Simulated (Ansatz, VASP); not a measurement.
Ta: VASP beside Ansatz

File INCAR:

```
  ALGO = Normal
  EDIFF = 1E-8
  ENCUT = 520
  GGA = CA
  ISIF = 2
  ISMEAR = -1
  LASPH = True
  LCHARG = False
  LEFG = True
  LREAL = False
  LWAVE = False
  NBANDS = 18
  NELM = 60
  PREC = Accurate
  SIGMA = 0.05
```

The input KPOINTS:

```
k-points
0
Gamma
  12 12 6
```

The input POSCAR:

```
Ta
1.0
    2.9669564710      0.0000000000      0.0000000000
   -1.4834782355      2.5694596758      0.0000000000
    0.0000000000      0.0000000000      4.8064694830
Ta
2
Direct
    0.2333333333      0.6166666667      0.1750000000
    0.7666666667      0.3833333333      0.8250000000
```

Input for Ansatz:

```yaml
crystal:
  lattice:
    - [2.966956471, 0.0, 0.0]
    - [-1.4834782355, 2.5694596758, 0.0]
    - [0.0, 0.0, 4.806469483]
  atoms:
    - { symbol: Ta, position: [0.2333333333, 0.6166666667, 0.175] }
    - { symbol: Ta, position: [0.7666666667, 0.3833333333, 0.825] }
kpoints:
  mp_grid: { grid: [12, 12, 6] }
scf:
  occupations: { method: fermi_dirac, width: 0.05 }
hamiltonian:
  xc: lda
  pseudopotentials: { kind: paw }
output:
  forces: true
  stress: true
  eigenvalues: true
  efg: { contact_densities: true }
  populations: true
  write_density: true
  write_potential: true
  elf: true
  volumetric_format: npy
```

Change from the starting cell: shortest bond scaled by 0.7, PAW files.

Alike in both runs: task electric field gradients; functional LDA; k mesh 12 × 12 × 6; occupations fermi-dirac, width 0.05 eV; no spin polarisation.

|  | VASP | Ansatz |
| --- | --- | --- |
| version | VASP 6.6.1 | Ansatz 0.2.0 |
| potentials or method | VASP PAW LDA potentials, release 64 (Ta_pv) | PAW with Ansatz's default frozen-core files, scalar-relativistic |
| plane-wave cutoff (eV) | 520 | 420 |
| valence electrons in the cell | 22 | 26 |

```csv
,VASP,Ansatz,Ansatz less VASP
pressure (GPa),39.0,37.5,-1.47
"traceless stress, the component that is largest in VASP (GPa)",21.94,21.51,-0.424
rms of the force components (eV/Å),6.295,6.177,-0.1176
size of Vzz on the site where it differs most (V/Å²),468.2,488.4,+20.17
```

LDA's correlation is that of Perdew and Zunger in VASP and of Perdew and Wang (1992) in Ansatz. Atom by atom the forces differ by 0.118 eV/Å (rms over components). Both programs put the cell under a high pressure, so it lies far from rest at this level. VASP's potentials hold 22 valence electrons a cell and Ansatz's 26, so a difference there can come from the potentials and not from the codes.

Neither program's run includes spin-orbit coupling.
